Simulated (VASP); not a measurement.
MgB2, 3 atoms in the cell. Symmetry: P6/mmm, No. 191, hexagonal system. Conventional cell: a = 3.085 Å, b = 3.085 Å, c = 3.523 Å, α = 90.00°, β = 90.00°, γ = 120.00°. Within 3.3 Å of Mg (site symmetry 6/mmm) lie 12 B at 2.51 Å and 6 Mg at 3.08 Å. Within 2.4 Å of B (site symmetry -6m2) lie 3 B at 1.78 Å. 

```yaml
Program: VASP 6.6.1
Task: single point
Functional: PBE
Potentials_or_basis: VASP PAW PBE potentials, release 64 (Mg, B)
Cutoff: 600 eV
k_mesh: 14 × 14 × 11
Occupations: fermi-dirac, width 0.15 eV
Spin: no spin polarisation
Dipole_correction: no
Further_INCAR_settings: ALGO = Normal; EDIFF = 1e-06; NBANDS = 11
```

Potentials or basis: VASP PAW PBE potentials, release 64 (Mg, B).

The run is started by

```console
$ cat potpaw_PBE.64/Mg/POTCAR potpaw_PBE.64/B/POTCAR > POTCAR
$ mpirun -np 1 vasp_std > vasp.out
```

Hardware: 1 thread of Intel(R) Xeon(R) 6975P-C (Granite Rapids), with other jobs on the host.

Estimate the wall time of this run.

Wall time 22 s on 1 thread of Intel(R) Xeon(R) 6975P-C (Granite Rapids) (shared host), peak memory 0.2 GiB. Counts: scf iterations 12, k points 144.
